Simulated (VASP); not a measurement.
## MoSe: single point with PBE+U

Crystal: MoSe.

```
Mo Se
1.0
     0.00000    3.22428    3.22428
     3.22428    0.00000    3.22428
     3.22428    3.22428    0.00000
Mo Se
1 1
Direct
  0.00000 0.00000 0.00000
  0.25000 0.25000 0.25000
```

```
Program                : VASP 6.6.1
Task                   : single point
Functional             : PBE
Potentials or basis    : VASP PAW PBE potentials, release 64 (Mo_sv, Se)
Cutoff                 : 520 eV
k mesh                 : 12 × 12 × 12
Occupations            : gaussian, width 0.1 eV
Spin                   : collinear spin
Starting moments       : [2.0, 0.0] μB
Hubbard terms          : Mo d U = 4.38 eV
Dipole correction      : no
Further INCAR settings : ALGO = Normal; EDIFF = 1e-06; NBANDS = 21
```

The pressure is -4.3 GPa and the band gap on the k mesh is zero (filled and empty bands overlap). The net moment is 4.00 μB per cell, the site moments are Mo +3.67; Se -0.24 μB and the valence electrons inside the program's atomic spheres are Mo 12.13; Se 3.80.

Levels at points of the mesh, in eV from the Fermi level:
Spin up:
```csv
k point,band 10,band 11,band 12,band 13,band 14,band 15
"(0.00, 0.00, 0.00)",-2.37,0.06,1.53,1.53,1.53,5.90
"(0.50, 0.00, 0.00)",-2.14,-1.54,0.42,0.42,2.40,5.82
"(0.50, 0.50, 0.00)",-1.91,-1.74,-0.77,-0.77,3.32,4.71
```
Spin down:
```
           k point  band 6  band 7  band 8  band 9  band 10  band 11
(0.00, 0.00, 0.00)   -2.65   -2.65   -2.65    1.19     3.14     3.14
(0.50, 0.00, 0.00)   -3.83   -2.59   -2.59    2.76     3.27     3.27
(0.50, 0.50, 0.00)   -3.86   -2.64   -2.64    1.55     2.61     3.66
```

Eigenvalues of the final occupation matrices:
| site | spin | trace | eigenvalues |
| --- | --- | --- | --- |
| site 1 d | 1 | 3.77 | 0.70 0.70 0.70 0.83 0.83 |
| site 1 d | 2 | 0.16 | 0.01 0.01 0.05 0.05 0.05 |

It took 83 s on 1 thread of Intel(R) Xeon(R) 6975P-C (Granite Rapids), with other jobs on the host, peak memory 0.34 GiB.

Caveat: the cell stands under tension.
